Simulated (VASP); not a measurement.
The system is SnTe.

```xyz
2
Lattice="0.0000 3.6820 3.6820 3.6820 0.0000 3.6820 3.6820 3.6820 0.0000" Properties=species:S:1:pos:R:3 pbc="T T T"
Te    1.8410    1.8410    1.8410
Sn    0.0000    0.0000    0.0000
```

Base run:

```yaml
Program: VASP 6.6.1
Functional: r2SCAN
Potentials_or_basis: VASP PAW PBE potentials, release 64 (Te, Sn_d)
Cutoff: 520 eV
k_mesh: 7 × 7 × 7
Occupations: fermi-dirac, width 0.05 eV
Spin: no spin polarisation
```

Its results: band gap on the k mesh 0.54 eV, indirect (least direct gap 0.99 eV); pressure -1.9 GPa.

Problem. The run is repeated on the same cell with these changes: functional from r2SCAN to PBEsol; further incar settings from ALGO = Normal; EDIFF = 1e-07; NBANDS = 17 to ALGO = Normal; EDIFF = 1e-06; NBANDS = 17. What comes out?

Solution. Band gap on the k mesh 0.41 eV, indirect (least direct gap 0.85 eV); pressure -2.5 GPa.

Caveats: the PAW data sets were made with another functional, which shifts forces and pressure a little; spin-orbit coupling is left out, which moves the levels of the heavy elements.

A k mesh can miss the band edges.
